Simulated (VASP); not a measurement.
# Rb (P6/mmm) in VASP: a series of runs

The runs below take Rb through relaxation of cell and atoms, with PBE.

All numbers are computed with VASP 6.6.1; they aren't measurements. Logs are shortened: lines on timing, memory, paths and dates and some standing lists are left out, and cuts for length are marked.

**1. The cell of the first run**

The structure is hexagonal, space group P6/mmm (No. 191). Conventional cell: a = 3.855 Å, b = 3.855 Å, c = 3.576 Å, α = 90.00°, β = 90.00°, γ = 120.00°. Rb (site symmetry 6/mmm) has 8 Rb at 3.58 to 3.86 Å within 4.7 Å.

This isn't the form of Rb at room conditions, which is bcc.

**2. Relaxation of cell and atoms, PBE, target pressure 6.2 GPa, at which the enthalpy is minimised**

The input, INCAR:

```
PREC = Accurate ; ENCUT = 600
EDIFF = 1E-6 ; ISMEAR = -1
SIGMA = 0.1 ; LREAL = F
LASPH = T ; NELM = 100
ALGO = Normal ; ISIF = 3
LWAVE = F ; LCHARG = F
GGA = PE ; IBRION = 2
NSW = 32 ; EDIFFG = -0.005
PSTRESS = 62.0
```

The input, KPOINTS:

```
Automatic mesh
0
Gamma
  11 11 11
```

The input, POSCAR:

```
Rb
1.0
    3.8553878082      0.0000000000      0.0000000000
   -1.9276939041      3.3388637833      0.0000000000
    0.0000000000      0.0000000000      3.5758051279
Rb
1
Direct
    0.0000000000      0.0000000000      0.0000000000
```

Potentials or basis: VASP PAW PBE potentials, release 64 (Rb_sv).

On the command line:

```console
> cat potpaw_PBE.64/Rb_sv/POTCAR > POTCAR
> mpirun -np 1 vasp_std > vasp.out
```

OUTCAR:

```text
PREC = Accurate
   ENCUT = 600
   EDIFF = 1E-6
   ISMEAR = -1
   LREAL = F
   LASPH = T
   NELM = 100
   ISIF = 3
   GGA = PE
   IBRION = 2
   NSW = 32
   EDIFFG = -0.005
   PSTRESS = 62.0

 ion  position               nearest neighbor table
   1  0.000  0.000  0.000-

  LATTYP: Found a hexagonal cell.
 ALAT       =     3.8553878082
 C/A-ratio  =     0.9274826051

  Lattice vectors:

 A1 = (   3.8553878082,   0.0000000000,   0.0000000000)
 A2 = (  -1.9276939041,   3.3388637833,   0.0000000000)
 A3 = (   0.0000000000,   0.0000000000,   3.5758051279)

Analysis of symmetry for initial positions (statically):
=====================================================================
 Subroutine PRICEL returns:
 Original cell was already a primitive cell.

 Routine SETGRP: Setting up the symmetry group for a
 hexagonal supercell.

 Subroutine GETGRP returns: Found 24 space group operations
 (whereof 24 operations were pure point group operations)
 out of a pool of 24 trial point group operations.

The static configuration has the point symmetry D_6h.

Analysis of symmetry for dynamics (positions and initial velocities):
=====================================================================
 Subroutine PRICEL returns:
 Original cell was already a primitive cell.

 Routine SETGRP: Setting up the symmetry group for a
 hexagonal supercell.

 Subroutine GETGRP returns: Found 24 space group operations
 (whereof 24 operations were pure point group operations)
 out of a pool of 24 trial point group operations.

The dynamic configuration has the point symmetry D_6h.

 Subroutine INISYM returns: Found 24 space group operations
 (whereof 24 operations are pure point group operations),
 and found     1 'primitive' translations

----------------------------------------------------------------------------------------

                                     Primitive cell

  volume of cell :      46.0300

  direct lattice vectors                    reciprocal lattice vectors
     3.855387808  0.000000000  0.000000000     0.259377279  0.149751542  0.000000000
    -1.927693904  3.338863783  0.000000000     0.000000000  0.299503084  0.000000000
     0.000000000  0.000000000  3.575805128     0.000000000  0.000000000  0.279657298

  length of vectors
     3.855387808  3.855387808  3.575805128     0.299503084  0.299503084  0.279657298

  position of ions in fractional coordinates (direct lattice)
     0.000000000  0.000000000  0.000000000

  ion indices of the primitive-cell ions
   primitive index   ion index
                 1           1

----------------------------------------------------------------------------------------

 KPOINTS: Automatic mesh

Automatic generation of k-mesh.
 Grid dimensions read from file:
 generate k-points for:   11   11   11

 Generating k-lattice:

  Cartesian coordinates                     Fractional coordinates (reciprocal lattice)
     0.023579753  0.013613777  0.000000000     0.090909091  0.000000000  0.000000000
     0.000000000  0.027227553  0.000000000     0.000000000  0.090909091  0.000000000
     0.000000000  0.000000000  0.025423391     0.000000000  0.000000000  0.090909091

  Length of vectors
     0.027227553  0.027227553  0.025423391

  Shift w.r.t. Gamma in fractional coordinates (k-lattice)
     0.000000000  0.000000000  0.000000000

 Subroutine IBZKPT returns following result:
 ===========================================

 Found     96 irreducible k-points:

 Following reciprocal coordinates:
            Coordinates               Weight
  0.000000  0.000000  0.000000      1.000000
  0.090909  0.000000  0.000000      6.000000
  0.181818  0.000000  0.000000      6.000000
  0.272727  0.000000  0.000000      6.000000
  0.363636  0.000000  0.000000      6.000000
  0.454545  0.000000  0.000000      6.000000
[... 16 lines left out ...]
  0.090909  0.090909  0.090909     12.000000
  0.181818  0.090909  0.090909     24.000000
 [... further k-points ...]
   k-points           NKPTS =     96   k-points in BZ     NKDIM =     96   number of bands    NBANDS=      8
   number of dos      NEDOS =    301   number of ions     NIONS =      1
   total plane-waves  NPLWV =  30720
   dimension x,y,z NGX =    32 NGY =   32 NGZ =   30
   dimension x,y,z NGXF=    64 NGYF=   64 NGZF=   60
   ions per type =               1
   NGX,Y,Z   is equivalent  to a cutoff of  13.80, 13.80, 13.95 a.u.
   NGXF,Y,Z  is equivalent  to a cutoff of  27.60, 27.60, 27.90 a.u.
 SYSTEM =  unknown system
   PREC   = accura    normal or accurate (medium, high low for compatibility)
   ISTART =      0    job   : 0-new  1-cont  2-samecut
   ICHARG =      2    charge: 1-file 2-atom 10-const
   ISPIN  =      1    spin polarized calculation?
   LNONCOLLINEAR =      F non collinear calculations
   LSORBIT =      F    spin-orbit coupling
   LASPH  =      T    aspherical Exc in radial PAW
   ENCUT  =  600.0 eV  44.10 Ry    6.64 a.u.   7.70  7.70  7.14*2*pi/ulx,y,z
   NELM   =    100;   NELMIN=  2; NELMDL= -5     # of ELM steps
   EDIFF  = 0.1E-05   stopping-criterion for ELM
   LREAL  =      F    real-space projection
   EDIFFG = -.5E-02   stopping-criterion for IOM
   NSW    =     32    number of steps for IOM
   IBRION =      2    ionic relax: 0-MD 1-quasi-New 2-CG
   NFREE  =      1    steps in history (QN), initial steepest desc. (CG)
   ISIF   =      3    stress and relaxation
   ISYM   =      2    0-nonsym 1-usesym 2-fastsym
   POTIM  = 0.5000    time-step for ionic-motion
   TEBEG  =    0.0;   TEEND  =   0.0 temperature during run
   PSTRESS=   62.0 pullay stress
   NELECT =       9.0000    total number of electrons
   NUPDOWN=      -1.0000    fix difference up-down
   EMIN   =  10.00;   EMAX   =-10.00  energy-range for DOS
   EFERMI =   0.00;   METHOD = LEGACY
   ISMEAR =    -1;   SIGMA  =   0.10  broadening in eV -4-tet -1-fermi 0-gaus
   EFERMI_NEDOS =   21; number of points for ismear=-14 and -15
   IALGO  =     38    algorithm
   IMIX   =      4    mixing-type and parameters
     AMIX     =   0.40;   BMIX     =  1.00
     AMIX_MAG =   1.60;   BMIX_MAG =  1.00
  volume/ion in A,a.u.               =      46.03       310.63
  Fermi-wavevector in a.u.,A,eV,Ry     =   0.950186  1.795592 12.284076  0.902854
  Thomas-Fermi vector in A             =   2.078540
   LORBIT       =      0    0 simple, 1 ext, 2 COOP (PROOUT), +10 PAW based schemes
   GGA     = PE    functional components
   LHFCALC =     F    Hartree Fock is set to
   AEXX    =    0.0000 exact exchange contribution
   IVDW    =     0    specifies the selected vdW correction
   LEPSILON=     F    determine dielectric tensor
   LRPA    =     F    only Hartree local field effects (RPA)
 conjugate gradient relaxation of ions
 non-spin polarized calculation
  energy-cutoff  :      600.00
  volume of cell :       46.03
 maximum number of plane-waves:      1563
 NGX is ok and might be reduce to    32
   NGX = 15   NGY = 15   NGZ = 15

--------------------------------------- Ionic step        1  -------------------------------------------

 number of electron       9.0000000 magnetization

 Free energy of the ion-electron system (eV)
  ---------------------------------------------------
  ext. energy  EPLUGINS =         0.00000000
  ---------------------------------------------------
  free energy    TOTEN  =        -0.32852668 eV

  energy without entropy =       -0.28304475  energy(sigma->0) =       -0.30578572

------------------------ aborting loop because EDIFF is reached ----------------------------------------

  FORCE on cell =-STRESS in cart. coord.  units (eV):
  Direction    XX          YY          ZZ          XY          YZ          ZX
  --------------------------------------------------------------------------------------
  -------------------------------------------------------------------------------------
  Total        1.7913781      1.7913781      1.7900977      0.0000000     -0.0000000      0.0000000
  in kB       62.3529823     62.3529823     62.3084155      0.0000000     -0.0000000      0.0000000
  external PRESSURE =       0.3381267 kB  Pullay stress =      62.0000000 kB

 VOLUME and BASIS-vectors are now :
 -----------------------------------------------------------------------------
  energy-cutoff  :      600.00
  volume of cell :       46.03
      direct lattice vectors                 reciprocal lattice vectors
     3.855387808  0.000000000  0.000000000     0.259377279  0.149751542  0.000000000
    -1.927693904  3.338863783  0.000000000     0.000000000  0.299503084  0.000000000
     0.000000000  0.000000000  3.575805128     0.000000000  0.000000000  0.279657298

 POSITION                                       TOTAL-FORCE (eV/Angst)
 -----------------------------------------------------------------------------------
      0.00000      0.00000      0.00000         0.000000      0.000000      0.000000
 -----------------------------------------------------------------------------------
    total drift:                                0.000000      0.000000     -0.000000

  FREE ENERGIE OF THE ION-ELECTRON SYSTEM (eV)
  ---------------------------------------------------
  free  energy   TOTEN  =        -0.3285266816 eV

  energy  without entropy=       -0.2830447530  energy(sigma->0) =       -0.30578572

  enthalpy is  TOTEN    =         1.4527103727 eV   P V=        1.7812370543

--------------------------------------- Ionic step        2  -------------------------------------------

 number of electron       9.0000000 magnetization

 Free energy of the ion-electron system (eV)
  ---------------------------------------------------
  ext. energy  EPLUGINS =         0.00000000
  ---------------------------------------------------
  free energy    TOTEN  =        -0.33103938 eV

  energy without entropy =       -0.28566500  energy(sigma->0) =       -0.30835219

 E-fermi :   2.1885     XC(G=0):  -7.4280

 val. band max:        2.1778706238   @ k =   0.4545   0.0909   0.4545
 cond. band min:       2.1890765887   @ k =   0.4545   0.0909   0.0000
 fundamental gap:      0.0112059649
 Fermi energy:         2.1885297362

 k-point     1 :       0.0000    0.0000    0.0000
  band No.  band energies     occupation
      1     -26.9057      2.00000
      2     -10.6282      2.00000
      3     -10.6282      2.00000
      4     -10.5371      2.00000
      5      -0.6349      2.00000
      6       4.3516      0.00000
      7       6.1818      0.00000
      8       6.1818      0.00000

 k-point     2 :       0.0909    0.0000    0.0000
  band No.  band energies     occupation
      1     -26.8990      2.00000
      2     -10.7037      2.00000
      3     -10.6436      2.00000
      4     -10.5295      2.00000
      5      -0.4533      2.00000
      6       4.4397      0.00000
      7       5.7587      0.00000
      8       6.3576      0.00000

 k-point     3 :       0.1818    0.0000    0.0000
  band No.  band energies     occupation
      1     -26.8811      2.00000
      2     -10.8984      2.00000
      3     -10.6844      2.00000
      4     -10.5089      2.00000
      5       0.0470      2.00000
      6       4.6334      0.00000
      7       5.0128      0.00000
      8       6.8724      0.00000
[... 210 lines left out ...]
 k-point    23 :       0.0909    0.0909    0.0909
  band No.  band energies     occupation
      1     -26.8794      2.00000
      2     -10.8254      2.00000
      3     -10.6684      2.00000
      4     -10.6044      2.00000
      5       0.0338      2.00000
      6       4.7137      0.00000
      7       5.2508      0.00000
      8       6.7473      0.00000

 k-point    24 :       0.1818    0.0909    0.0909
  band No.  band energies     occupation
      1     -26.8587      2.00000
      2     -11.0285      2.00000
      3     -10.7265      2.00000
      4     -10.5784      2.00000
      5       0.6320      2.00000
      6       4.5400      0.00000
      7       5.0135      0.00000
      8       7.2704      0.00000

 [... further k-points ...]

------------------------ aborting loop because EDIFF is reached ----------------------------------------

  FORCE on cell =-STRESS in cart. coord.  units (eV):
  Direction    XX          YY          ZZ          XY          YZ          ZX
  --------------------------------------------------------------------------------------
  -------------------------------------------------------------------------------------
  Total        1.7856821      1.7856821      1.7842279      0.0000000      0.0000000      0.0000000
  in kB       62.0674180     62.0674180     62.0168724      0.0000000      0.0000000      0.0000000
  external PRESSURE =       0.0505695 kB  Pullay stress =      62.0000000 kB

 VOLUME and BASIS-vectors are now :
 -----------------------------------------------------------------------------
  energy-cutoff  :      600.00
  volume of cell :       46.09
      direct lattice vectors                 reciprocal lattice vectors
     3.857273984  0.000000000  0.000000000     0.259250446  0.149678315  0.000000000
    -1.928636992  3.340497260 -0.000000000     0.000000000  0.299356629  0.000000000
     0.000000000 -0.000000000  3.577333649     0.000000000  0.000000000  0.279537806

 POSITION                                       TOTAL-FORCE (eV/Angst)
 -----------------------------------------------------------------------------------
      0.00000      0.00000      0.00000         0.000000      0.000000      0.000000
 -----------------------------------------------------------------------------------
    total drift:                                0.000000     -0.000000     -0.000000

  FREE ENERGIE OF THE ION-ELECTRON SYSTEM (eV)
  ---------------------------------------------------
  free  energy   TOTEN  =        -0.3310393802 eV

  energy  without entropy=       -0.2856649998  energy(sigma->0) =       -0.30835219

  enthalpy is  TOTEN    =         1.4527031304 eV   P V=        1.7837425106

 reached required accuracy - stopping structural energy minimisation
```

Run time: 15 s. Hardware: 1 thread of Intel Xeon 6975P-C (Granite Rapids), shared host; peak memory 0.2 GiB.

Results:

- Free energy: -0.3310 eV
- Relaxed volume: 46.09 Å³/atom
- Relaxed cell: a = 3.857 Å, b = 3.857 Å, c = 3.577 Å, α = 90.00°, β = 90.00°, γ = 120.00°
- Space group after relaxing (to 0.1 Å): P6/mmm (No. 191)
- Energy change on relaxing (the run minimises the enthalpy): -2.5 meV/atom
- Ionic steps: 2
- Pressure after relaxing: 6.2 GPa
- Band gap on the k mesh: zero (an odd number of electrons rules out a gap without spin polarisation)

The path:
```tsv
step	energy change (eV)	largest force (eV/Å)	pressure (GPa)	volume (Å³)
1	0.0000	0.0000	6.23	46.03
2	-0.0025	0.0000	6.21	46.09
```

Final structure:
```cif
data_structure
_symmetry_space_group_name_H-M 'P 1'
_symmetry_Int_Tables_number 1
_cell_length_a 3.8573
_cell_length_b 3.8573
_cell_length_c 3.5773
_cell_angle_alpha 90.000
_cell_angle_beta 90.000
_cell_angle_gamma 120.000
_cell_volume 46.09
loop_
_atom_site_label
_atom_site_type_symbol
_atom_site_fract_x
_atom_site_fract_y
_atom_site_fract_z
_atom_site_occupancy
Rb1 Rb 0.00000 0.00000 0.00000 1
```

Caveat: the cell is relaxed towards a set pressure, so the run minimises the enthalpy, not the energy.

(Part 1 of 2 ends here.)
